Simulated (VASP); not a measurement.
## Ga2As2H: single point with PBE

Ga2As2H, a slab with vacuum:

```
As Ga H
1.0
     4.06296    0.00000    0.00000
     0.00000    4.06296    0.00000
     0.00000    0.00000   19.89050
As Ga H
2 2 1
Direct
  0.00000 0.50000 0.20110
  0.50000 0.00000 0.35110
  0.50000 0.50000 0.27332
  0.00000 0.00000 0.42183
  0.25000 0.12500 0.48315
```

```
Program                : VASP 6.6.1
Task                   : single point
Functional             : PBE
Potentials or basis    : VASP PAW PBE potentials, release 64 (As, Ga_d, H)
Cutoff                 : 520 eV
k mesh                 : 7 × 7 × 1
Occupations            : gaussian, width 0.05 eV
Spin                   : collinear spin
Starting moments       : [0.0, 0.0, 0.0, 0.0, 1.0] μB
Dipole correction      : yes
Further INCAR settings : ALGO = Normal; EDIFF = 1e-06; NBANDS = 30
```

| Property | Result |
| --- | --- |
| Largest force | 1.226 eV/Å |
| Net moment | 0.10 μB per cell |
| Site moments | As +0.04, +0.01; Ga -0.00, +0.00; H +0.00 μB |
| Valence electrons inside the program's atomic spheres | As 2.65, 2.77; Ga 11.60, 11.58; H 0.50 |

Forces in eV/Å, atoms in the order of the input:
```
As   0.120 -0.078  0.316
As   0.095 -0.456 -0.119
Ga   0.192  0.171 -0.319
Ga   0.798  0.587  0.125
H   -1.206 -0.223 -0.003
```

Levels at points of the mesh, in eV from the Fermi level:
Spin up:
| k point | band 16 | band 17 | band 18 | band 19 | band 20 | band 21 | band 22 | band 23 |
| --- | --- | --- | --- | --- | --- | --- | --- | --- |
| (0.00, 0.00, 0.00) | -1.46 | -0.71 | -0.20 | 0.87 | 1.33 | 2.26 | 2.85 | 3.36 |
Spin down:
```tsv
k point	band 15	band 16	band 17	band 18	band 19	band 20	band 21	band 22
(0.00, 0.00, 0.00)	-1.85	-1.45	-0.69	-0.18	0.96	1.34	2.28	2.86
```

It took 8.1 min on 1 thread of Intel(R) Xeon(R) Platinum 8488C (Sapphire Rapids), on a shared host, peak memory 0.7 GiB.
